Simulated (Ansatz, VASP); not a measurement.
## One calculation of Li4NbO4, two programs

The input INCAR:

```
PREC = Accurate
ENCUT = 520
EDIFF = 1E-6
ISMEAR = 0
SIGMA = 0.05
LREAL = False
LASPH = True
NELM = 100
ALGO = Normal
ISIF = 2
LWAVE = False
LCHARG = True
GGA = PS
LELF = True
LVHAR = True
NBANDS = 34
```

Contents of KPOINTS:

```
Automatic mesh
0
Gamma
  10 10 10
```

Contents of POSCAR:

```
Li4NbO4
1.0
   -3.8119495391      3.8119495391      1.6301049253
    3.8119495391     -3.8119495391      1.6301049253
    3.8119495391      3.8119495391     -1.6301049253
Li Nb O
4 1 4
Direct
    0.2544713486      0.2635728702      0.5180442187
    0.8426719780      0.3341549847      0.1768269627
    0.1573280220      0.6658450153      0.8231730373
    0.6658450153      0.8426719780      0.5085169933
    0.0000000000      0.0000000000      0.0000000000
    0.7589255465      0.0797104317      0.8386359782
    0.9202895683      0.7589255465      0.6792151148
    0.0797104317      0.2410744535      0.3207848852
    0.2410744535      0.9202895683      0.1613640218
```

Input for Ansatz:

```yaml
crystal:
  lattice:
    - [-3.8119495391, 3.8119495391, 1.6301049253]
    - [3.8119495391, -3.8119495391, 1.6301049253]
    - [3.8119495391, 3.8119495391, -1.6301049253]
  atoms:
    - { symbol: Li, position: [0.2544713486, 0.2635728702, 0.5180442187] }
    - { symbol: Li, position: [0.842671978, 0.3341549847, 0.1768269627] }
    - { symbol: Li, position: [0.157328022, 0.6658450153, 0.8231730373] }
    - { symbol: Li, position: [0.6658450153, 0.842671978, 0.5085169933] }
    - { symbol: Nb, position: [0.0, 0.0, 0.0] }
    - { symbol: O, position: [0.7589255465, 0.0797104317, 0.8386359782] }
    - { symbol: O, position: [0.9202895683, 0.7589255465, 0.6792151148] }
    - { symbol: O, position: [0.0797104317, 0.2410744535, 0.3207848852] }
    - { symbol: O, position: [0.2410744535, 0.9202895683, 0.1613640218] }
basis:
  ecutwfc: 420
kpoints:
  mp_grid: { grid: [10, 10, 10] }
hamiltonian:
  xc: pbesol
  pseudopotentials: { kind: paw, azcp: { folder: soft_1 } }
scf:
  occupations: { method: gaussian, width: 0.05 }
output:
  forces: true
  stress: true
  eigenvalues: true
```

Alike in both runs: task single point; functional PBEsol; k mesh 10 × 10 × 10; occupations gaussian, width 0.05 eV; no spin polarisation.

|  | VASP | Ansatz |
| --- | --- | --- |
| version | VASP 6.6.1 | Ansatz 0.2.0 |
| potentials or method | VASP PAW PBE potentials, release 64 (Li_sv, Nb_sv, O), cutoff 520 eV | scalar-relativistic, plane waves, PAW |
| valence electrons in the cell | 49 | 49 |

VASP gave:

```
rms of the force components (eV/Å) : 3.207
```

Estimate Ansatz's values.

rms of the force components (eV/Å): 3.000.

VASP's potentials were made for PBE, not for PBEsol, and Ansatz warns of the same on its side. Atom by atom the forces differ by 0.217 eV/Å (rms over components). With one functional, cell and mesh, what is left measures potentials, basis and numerics.

Noted on VASP's run: the cutoff is under 1.25 times that of the potentials, so the pressure is a little rough.
